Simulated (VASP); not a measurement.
# SrTiO3 (Tausonite) (Pm-3m) in VASP: notebook

The runs below take SrTiO3 (Tausonite) through single point, with r2SCAN.

Program: VASP 6.6.1. These are calculated values, not measurements. Logs are shortened: lines on timing, memory, paths and dates and some standing lists are left out, and cuts for length are marked.

### Step 1. The cell of the first run

The structure is cubic, space group Pm-3m (No. 221). The conventional cell has a = 3.907 Å, b = 3.907 Å, c = 3.907 Å, α = 90.00°, β = 90.00°, γ = 90.00°. Within 3.6 Å of Sr (site symmetry m-3m) lie 12 O at 2.76 Å and 8 Ti at 3.38 Å. Ti (site symmetry m-3m) has 6 O at 1.95 Å within 2.6 Å. Within 2.6 Å of O (site symmetry 4/mmm) lie 2 Ti at 1.95 Å.

### Step 2. Single point, r2SCAN

Contents of POSCAR:

```
SrTiO3
1.0
    3.9068462011      0.0000000000      0.0000000000
    0.0000000000      3.9068462011      0.0000000000
    0.0000000000      0.0000000000      3.9068462011
Sr Ti O
1 1 3
Direct
    0.5000000000      0.5000000000      0.5000000000
    0.0000000000      0.0000000000      0.0000000000
    0.5000000000      0.0000000000      0.0000000000
    0.0000000000      0.5000000000      0.0000000000
    0.0000000000      0.0000000000      0.5000000000
```

Contents of INCAR.step1:

```
SYSTEM = SrTiO3
ALGO = Normal ; EDIFF = 1E-4
ENCUT = 520 ; GGA = PE
ISMEAR = 0 ; LASPH = .True.
LCHARG = .False. ; LREAL = .False.
LWAVE = .True. ; NBANDS = 28
NELM = 100 ; PREC = Accurate
SIGMA = 0.02
```

Contents of INCAR.step2:

```
SYSTEM = SrTiO3
ALGO = Normal ; EDIFF = 1E-6
ENCUT = 520 ; ISIF = 2
ISMEAR = 0 ; ISTART = 1
LASPH = .True. ; LCHARG = .False.
LMIXTAU = .True. ; LREAL = .False.
LWAVE = .False. ; METAGGA = R2SCAN
NBANDS = 28 ; NELM = 100
PREC = Accurate ; SIGMA = 0.02
```

Contents of KPOINTS:

```
k-points
0
Gamma
  8 8 8
  0 0 0
```

Potentials or basis: VASP PAW PBE potentials, release 64 (Sr_sv, Ti_sv, O).

Started as:

```bash
cat potpaw_PBE.64/Sr_sv/POTCAR potpaw_PBE.64/Ti_sv/POTCAR potpaw_PBE.64/O/POTCAR > POTCAR
cp INCAR.step1 INCAR
mpirun -np 1 vasp_std > vasp.out
cp INCAR.step2 INCAR
mpirun -np 1 vasp_std > vasp.out
```

OUTCAR:

```text
SYSTEM = SrTiO3
   EDIFF = 1E-6
   ENCUT = 520
   ISIF = 2
   ISMEAR = 0
   ISTART = 1
   LASPH = .True.
   LREAL = .False.
   METAGGA = R2SCAN
   NELM = 100
   PREC = Accurate

 ion  position               nearest neighbor table
   1  0.500  0.500  0.500-   3 2.76   4 2.76   5 2.76   3 2.76   4 2.76   3 2.76   5 2.76   3 2.76
                             4 2.76   5 2.76   4 2.76   5 2.76   2 3.38   2 3.38   2 3.38   2 3.38
   2  0.000  0.000  0.000-   3 1.95   4 1.95   5 1.95   5 1.95   4 1.95   3 1.95   1 3.38   1 3.38
                             1 3.38   1 3.38   1 3.38   1 3.38   1 3.38   1 3.38
   3  0.500  0.000  0.000-   2 1.95   2 1.95   1 2.76   1 2.76   1 2.76   1 2.76
   4  0.000  0.500  0.000-   2 1.95   2 1.95   1 2.76   1 2.76   1 2.76   1 2.76
   5  0.000  0.000  0.500-   2 1.95   2 1.95   1 2.76   1 2.76   1 2.76   1 2.76

  LATTYP: Found a simple cubic cell.
 ALAT       =     3.9068462011

  Lattice vectors:

 A1 = (   3.9068462011,   0.0000000000,   0.0000000000)
 A2 = (   0.0000000000,   3.9068462011,   0.0000000000)
 A3 = (   0.0000000000,   0.0000000000,   3.9068462011)

Analysis of symmetry for initial positions (statically):
=====================================================================
 Subroutine PRICEL returns:
 Original cell was already a primitive cell.

 Routine SETGRP: Setting up the symmetry group for a
 simple cubic supercell.

 Subroutine GETGRP returns: Found 48 space group operations
 (whereof 48 operations were pure point group operations)
 out of a pool of 48 trial point group operations.

The static configuration has the point symmetry O_h .

Analysis of symmetry for dynamics (positions and initial velocities):
=====================================================================
 Subroutine PRICEL returns:
 Original cell was already a primitive cell.

 Routine SETGRP: Setting up the symmetry group for a
 simple cubic supercell.

 Subroutine GETGRP returns: Found 48 space group operations
 (whereof 48 operations were pure point group operations)
 out of a pool of 48 trial point group operations.

The dynamic configuration has the point symmetry O_h .

 Subroutine INISYM returns: Found 48 space group operations
 (whereof 48 operations are pure point group operations),
 and found     1 'primitive' translations

----------------------------------------------------------------------------------------

                                     Primitive cell

  volume of cell :      59.6319

  direct lattice vectors                    reciprocal lattice vectors
     3.906846201  0.000000000  0.000000000     0.255960933  0.000000000  0.000000000
     0.000000000  3.906846201  0.000000000     0.000000000  0.255960933  0.000000000
     0.000000000  0.000000000  3.906846201     0.000000000  0.000000000  0.255960933

  length of vectors
     3.906846201  3.906846201  3.906846201     0.255960933  0.255960933  0.255960933

  position of ions in fractional coordinates (direct lattice)
     0.500000000  0.500000000  0.500000000
     0.000000000  0.000000000  0.000000000
     0.500000000  0.000000000  0.000000000
     0.000000000  0.500000000  0.000000000
     0.000000000  0.000000000  0.500000000

  ion indices of the primitive-cell ions
   primitive index   ion index
                 1           1
                 2           2
                 3           3
                 4           4
                 5           5

----------------------------------------------------------------------------------------

 KPOINTS: k-points

Automatic generation of k-mesh.
 Grid dimensions read from file:
 generate k-points for:    8    8    8

 Generating k-lattice:

  Cartesian coordinates                     Fractional coordinates (reciprocal lattice)
     0.031995117  0.000000000  0.000000000     0.125000000  0.000000000  0.000000000
     0.000000000  0.031995117  0.000000000     0.000000000  0.125000000  0.000000000
     0.000000000  0.000000000  0.031995117     0.000000000  0.000000000  0.125000000

  Length of vectors
     0.031995117  0.031995117  0.031995117

  Shift w.r.t. Gamma in fractional coordinates (k-lattice)
     0.000000000  0.000000000  0.000000000

 Subroutine IBZKPT returns following result:
 ===========================================

 Found     35 irreducible k-points:

 Following reciprocal coordinates:
            Coordinates               Weight
  0.000000  0.000000  0.000000      1.000000
  0.125000  0.000000  0.000000      6.000000
  0.250000  0.000000  0.000000      6.000000
  0.375000  0.000000  0.000000      6.000000
  0.500000  0.000000  0.000000      3.000000
  0.125000  0.125000  0.000000     12.000000
[... 16 lines left out ...]
  0.375000  0.375000  0.125000     24.000000
  0.500000  0.375000  0.125000     24.000000
 [... further k-points ...]
   k-points           NKPTS =     35   k-points in BZ     NKDIM =     35   number of bands    NBANDS=     28
   number of dos      NEDOS =    301   number of ions     NIONS =      5
   total plane-waves  NPLWV =  27000
   dimension x,y,z NGX =    30 NGY =   30 NGZ =   30
   dimension x,y,z NGXF=    60 NGYF=   60 NGZF=   60
   ions per type =               1   1   3
   NGX,Y,Z   is equivalent  to a cutoff of  12.77, 12.77, 12.77 a.u.
   NGXF,Y,Z  is equivalent  to a cutoff of  25.53, 25.53, 25.53 a.u.
 SYSTEM =  SrTiO3
   PREC   = accura    normal or accurate (medium, high low for compatibility)
   ISTART =      1    job   : 0-new  1-cont  2-samecut
   ICHARG =      0    charge: 1-file 2-atom 10-const
   ISPIN  =      1    spin polarized calculation?
   LNONCOLLINEAR =      F non collinear calculations
   LSORBIT =      F    spin-orbit coupling
   LASPH  =      T    aspherical Exc in radial PAW
   ENCUT  =  520.0 eV  38.22 Ry    6.18 a.u.   7.26  7.26  7.26*2*pi/ulx,y,z
   NELM   =    100;   NELMIN=  2; NELMDL=  0     # of ELM steps
   EDIFF  = 0.1E-05   stopping-criterion for ELM
   LREAL  =      F    real-space projection
   EDIFFG = 0.1E-04   stopping-criterion for IOM
   NSW    =      0    number of steps for IOM
   IBRION =     -1    ionic relax: 0-MD 1-quasi-New 2-CG
   NFREE  =      0    steps in history (QN), initial steepest desc. (CG)
   ISIF   =      2    stress and relaxation
   ISYM   =      2    0-nonsym 1-usesym 2-fastsym
   POTIM  = 0.5000    time-step for ionic-motion
   TEBEG  =    0.0;   TEEND  =   0.0 temperature during run
   PSTRESS=    0.0 pullay stress
   NELECT =      40.0000    total number of electrons
   NUPDOWN=      -1.0000    fix difference up-down
   EMIN   =  10.00;   EMAX   =-10.00  energy-range for DOS
   EFERMI =   0.00;   METHOD = LEGACY
   ISMEAR =     0;   SIGMA  =   0.02  broadening in eV -4-tet -1-fermi 0-gaus
   EFERMI_NEDOS =   21; number of points for ismear=-14 and -15
   IALGO  =     38    algorithm
   IMIX   =      4    mixing-type and parameters
     AMIX     =   0.40;   BMIX     =  1.00
     AMIX_MAG =   1.60;   BMIX_MAG =  1.00
  volume/ion in A,a.u.               =      11.93        80.48
  Fermi-wavevector in a.u.,A,eV,Ry     =   1.433074  2.708117 27.942286  2.053700
  Thomas-Fermi vector in A             =   2.552632
   LORBIT       =      0    0 simple, 1 ext, 2 COOP (PROOUT), +10 PAW based schemes
   METAGGA = R2SCAN    functional components
   LHFCALC =     F    Hartree Fock is set to
   AEXX    =    0.0000 exact exchange contribution
   IVDW    =     0    specifies the selected vdW correction
   LEPSILON=     F    determine dielectric tensor
   LRPA    =     F    only Hartree local field effects (RPA)
 non-spin polarized calculation
 Gauss-broadening in eV      SIGMA  =   0.02
  energy-cutoff  :      520.00
  volume of cell :       59.63
 maximum number of plane-waves:      1640
 NGX is ok and might be reduce to    30
   NGX = 15   NGY = 15   NGZ = 15

 number of electron      40.0000004 magnetization

 Free energy of the ion-electron system (eV)
  ---------------------------------------------------
  ext. energy  EPLUGINS =         0.00000000
  ---------------------------------------------------
  free energy    TOTEN  =       -63.32959207 eV

  energy without entropy =      -63.32959207  energy(sigma->0) =      -63.32959207

 E-fermi :   3.9493     XC(G=0): -11.9265

 val. band max:        3.8370633840   @ k =   0.5000   0.5000   0.5000
 cond. band min:       6.1117976768   @ k =   0.0000   0.0000   0.0000
 fundamental gap:      2.2747342929
 Fermi energy:         3.9492564376

 k-point     1 :       0.0000    0.0000    0.0000
  band No.  band energies     occupation
      1     -54.8400      2.00000
      2     -30.0374      2.00000
      3     -30.0361      2.00000
      4     -30.0361      2.00000
      5     -30.0361      2.00000
      6     -14.5761      2.00000
[... 20 lines left out ...]
     27       9.8083      0.00000
     28      10.9018      0.00000

 k-point     2 :       0.1250    0.0000    0.0000
  band No.  band energies     occupation
      1     -54.8398      2.00000
      2     -30.0848      2.00000
      3     -30.0357      2.00000
      4     -30.0357      2.00000
      5     -29.9969      2.00000
      6     -14.5727      2.00000
[... 20 lines left out ...]
     27      10.0854      0.00000
     28      11.2709      0.00000

 k-point     3 :       0.2500    0.0000    0.0000
  band No.  band energies     occupation
      1     -54.8392      2.00000
      2     -30.1345      2.00000
      3     -30.0347      2.00000
      4     -30.0347      2.00000
      5     -29.9668      2.00000
      6     -14.6120      2.00000
[... 20 lines left out ...]
     27      10.7577      0.00000
     28      12.2791      0.00000

 k-point     4 :       0.3750    0.0000    0.0000
  band No.  band energies     occupation
      1     -54.8386      2.00000
      2     -30.1730      2.00000
      3     -30.0337      2.00000
      4     -30.0336      2.00000
      5     -29.9475      2.00000
      6     -14.6951      2.00000
[... 578 lines left out ...]
     27      12.6444      0.00000
     28      12.9365      0.00000

 k-point    23 :       0.3750    0.3750    0.1250
  band No.  band energies     occupation
      1     -54.8369      2.00000
      2     -30.1231      2.00000
      3     -30.1013      2.00000
      4     -30.0434      2.00000
      5     -29.9756      2.00000
      6     -14.1276      2.00000
[... 20 lines left out ...]
     27      12.7075      0.00000
     28      13.1371      0.00000

 k-point    24 :       0.5000    0.3750    0.1250
  band No.  band energies     occupation
      1     -54.8367      2.00000
      2     -30.1250      2.00000
      3     -30.1009      2.00000
      4     -30.0425      2.00000
      5     -29.9829      2.00000
      6     -14.0452      2.00000
[... 20 lines left out ...]
     27      12.6984      0.00000
     28      13.2759      0.00000

 [... further k-points ...]
[... 5 lines left out ...]
  --------------------------------------------------------------------------------------
  -------------------------------------------------------------------------------------
  Total        0.3441347      0.3441347      0.3441347      0.0000000     -0.0000000      0.0000000
  in kB        9.2461322      9.2461322      9.2461322      0.0000000     -0.0000000      0.0000000
  external PRESSURE =       9.2461322 kB  Pullay stress =       0.0000000 kB

 VOLUME and BASIS-vectors are now :
 -----------------------------------------------------------------------------
  energy-cutoff  :      520.00
  volume of cell :       59.63
      direct lattice vectors                 reciprocal lattice vectors
     3.906846201  0.000000000  0.000000000     0.255960933  0.000000000  0.000000000
     0.000000000  3.906846201  0.000000000     0.000000000  0.255960933  0.000000000
     0.000000000  0.000000000  3.906846201     0.000000000  0.000000000  0.255960933

 POSITION                                       TOTAL-FORCE (eV/Angst)
 -----------------------------------------------------------------------------------
      1.95342      1.95342      1.95342         0.000000      0.000000      0.000000
      0.00000      0.00000      0.00000         0.000000      0.000000      0.000000
      1.95342      0.00000      0.00000         0.000000      0.000000      0.000000
      0.00000      1.95342      0.00000         0.000000      0.000000      0.000000
      0.00000      0.00000      1.95342         0.000000      0.000000      0.000000
 -----------------------------------------------------------------------------------
    total drift:                                0.000000     -0.000000      0.000000

  FREE ENERGIE OF THE ION-ELECTRON SYSTEM (eV)
  ---------------------------------------------------
  free  energy   TOTEN  =       -63.3295920652 eV

  energy  without entropy=      -63.3295920652  energy(sigma->0) =      -63.32959207
```

Run time: 2.1 min. Hardware: 1 thread of Intel Xeon 6975P-C (Granite Rapids), shared host; peak memory 0.2 GiB.

Results:

```
Free energy            : -63.3296 eV
Pressure               : 0.9 GPa
Band gap on the k mesh : 2.27 eV, indirect (least direct gap 2.66 eV)
```

Caveat: the PAW data sets were made with another functional, which shifts forces and pressure a little. A k mesh can miss the band edges.

### Step 3. Single point, r2SCAN

Changes to POSCAR since step 2:

```diff
@@ -2,5 +2,5 @@
 1.0
-    3.9068462011      0.0000000000      0.0000000000
-    0.0000000000      3.9068462011      0.0000000000
-    0.0000000000      0.0000000000      3.9068462011
+    3.9069414229      0.0000000000      0.0000000000
+    0.0000000000      3.9069414229      0.0000000000
+    0.0000000000      0.0000000000      3.9069414229
 Sr Ti O
```

Contents of INCAR.step1:

```
SYSTEM = SrTiO3
PREC = Accurate ; ENCUT = 520
ISMEAR = 0 ; SIGMA = 0.01
LREAL = .False. ; LASPH = .True.
NELM = 60 ; NBANDS = 28
GGA = PE ; ALGO = Normal
EDIFF = 1E-4 ; LWAVE = .True.
LCHARG = .False.
```

Contents of INCAR.step2:

```
SYSTEM = SrTiO3
PREC = Accurate ; ENCUT = 520
EDIFF = 1E-6 ; ISMEAR = 0
SIGMA = 0.01 ; LREAL = .False.
LASPH = .True. ; NELM = 60
ALGO = Normal ; ISIF = 2
LWAVE = .False. ; LCHARG = .False.
METAGGA = R2SCAN ; LMIXTAU = .True.
NBANDS = 28 ; ISTART = 1
```

Contents of KPOINTS:

```
regular mesh
0
Gamma
  8 8 8
  0 0 0
```

Potentials or basis: VASP PAW PBE potentials, release 64 (Sr_sv, Ti_sv, O).

Started as:

```bash
cat potpaw_PBE.64/Sr_sv/POTCAR potpaw_PBE.64/Ti_sv/POTCAR potpaw_PBE.64/O/POTCAR > POTCAR
cp INCAR.step1 INCAR
mpirun -np 1 vasp_std > vasp.out
cp INCAR.step2 INCAR
mpirun -np 1 vasp_std > vasp.out
```

Run time: 2.2 min. Hardware: 1 thread of Intel Xeon 6975P-C (Granite Rapids), shared host; peak memory 0.21 GiB.

The run converged. Its results:

- Free energy: -63.3296 eV
- Pressure: 0.9 GPa
- Band gap on the k mesh: 2.27 eV, indirect (least direct gap 2.66 eV)

Levels at points of the mesh, in eV from the valence-band top:
| k point | band 16 | band 17 | band 18 | band 19 | band 20 | band 21 | band 22 | band 23 | band 24 | band 25 |
| --- | --- | --- | --- | --- | --- | --- | --- | --- | --- | --- |
| (0.00, 0.00, 0.00) | -1.21 | -1.21 | -0.38 | -0.38 | -0.38 | 2.27 | 2.27 | 2.27 | 4.59 | 4.59 |
| (0.50, 0.00, 0.00) | -2.36 | -2.36 | -2.00 | -0.77 | -0.77 | 2.44 | 4.17 | 4.17 | 4.60 | 6.92 |
| (0.50, 0.50, 0.00) | -2.85 | -1.79 | -1.61 | -1.61 | -0.09 | 4.18 | 4.18 | 4.66 | 5.63 | 8.56 |
| (0.50, 0.50, 0.50) | -3.79 | -3.79 | 0.00 | 0.00 | 0.00 | 4.88 | 4.88 | 4.88 | 7.63 | 7.63 |

Caveat: the PAW data sets were made with another functional, which shifts forces and pressure a little. r2SCAN opens gaps a little over a GGA but as a rule still falls short of measured ones.

### Step 4. Single point, r2SCAN (volume scaled by 1.03)

Changes to POSCAR since step 3:

```diff
@@ -2,5 +2,5 @@
 1.0
-    3.9069414229      0.0000000000      0.0000000000
-    0.0000000000      3.9069414229      0.0000000000
-    0.0000000000      0.0000000000      3.9069414229
+    3.9455303624      0.0000000000      0.0000000000
+    0.0000000000      3.9455303624      0.0000000000
+    0.0000000000      0.0000000000      3.9455303624
 Sr Ti O
```

Contents of INCAR.step1:

```
ALGO = Normal
EDIFF = 1E-4
ENCUT = 520
GGA = PE
ISMEAR = 0
LASPH = True
LCHARG = False
LREAL = False
LWAVE = True
NBANDS = 28
NELM = 80
PREC = Accurate
SIGMA = 0.02
```

Contents of INCAR.step2:

```
ALGO = Normal
EDIFF = 1E-7
ENCUT = 520
ISIF = 2
ISMEAR = 0
ISTART = 1
LASPH = True
LCHARG = False
LMIXTAU = True
LREAL = False
LWAVE = False
METAGGA = R2SCAN
NBANDS = 28
NELM = 80
PREC = Accurate
SIGMA = 0.02
```

Contents of KPOINTS:

```
k-points
0
Gamma
  8 8 8
```

Started as:

```bash
cat potpaw_PBE.64/Sr_sv/POTCAR potpaw_PBE.64/Ti_sv/POTCAR potpaw_PBE.64/O/POTCAR > POTCAR
cp INCAR.step1 INCAR
mpirun -np 1 vasp_std > vasp.out
cp INCAR.step2 INCAR
mpirun -np 1 vasp_std > vasp.out
```

Wall time 2.8 min (1 thread of Intel Xeon 6975P-C (Granite Rapids), shared host); peak memory 0.21 GiB.

It converged, with:

```
Free energy            : -63.3119 eV
Pressure               : -4.4 GPa
Band gap on the k mesh : 2.21 eV, indirect (least direct gap 2.60 eV)
```

Levels at points of the mesh, in eV from the valence-band top:
```tsv
k point	band 17	band 18	band 19	band 20	band 21	band 22	band 23	band 24
(0.00, 0.00, 0.00)	-1.16	-0.40	-0.40	-0.40	2.21	2.21	2.21	4.37
(0.50, 0.00, 0.00)	-2.29	-1.91	-0.77	-0.77	2.36	4.01	4.01	4.38
(0.50, 0.50, 0.00)	-1.81	-1.57	-1.57	-0.09	4.02	4.02	4.49	5.37
(0.50, 0.50, 0.50)	-3.71	0.00	0.00	0.00	4.68	4.68	4.68	7.51
```

Caveat: the PAW data sets were made with another functional, which shifts forces and pressure a little. A k mesh can miss the band edges.

### Step 5. Overview

| cell | smearing | gap on the mesh (eV) | pressure (GPa) |
| --- | --- | --- | --- |
| a = 3.907 Å, 5 atoms | gaussian 0.02 eV | 2.27 | 0.9 |
| a = 3.907 Å, 5 atoms | gaussian 0.01 eV | 2.27 | 0.9 |
| a = 3.946 Å, 5 atoms | gaussian 0.02 eV | 2.21 | -4.4 |

Alike in all rows: task single point; level r2SCAN; potentials or basis VASP PAW PBE potentials, release 64 (Sr_sv, Ti_sv, O); no spin polarisation; k mesh 8 × 8 × 8; cutoff (eV) 520.

Caveats: the PAW data sets were made with another functional, which shifts forces and pressure a little.

Total energies depend on the potentials used, so only differences within one code and one set of settings carry meaning.
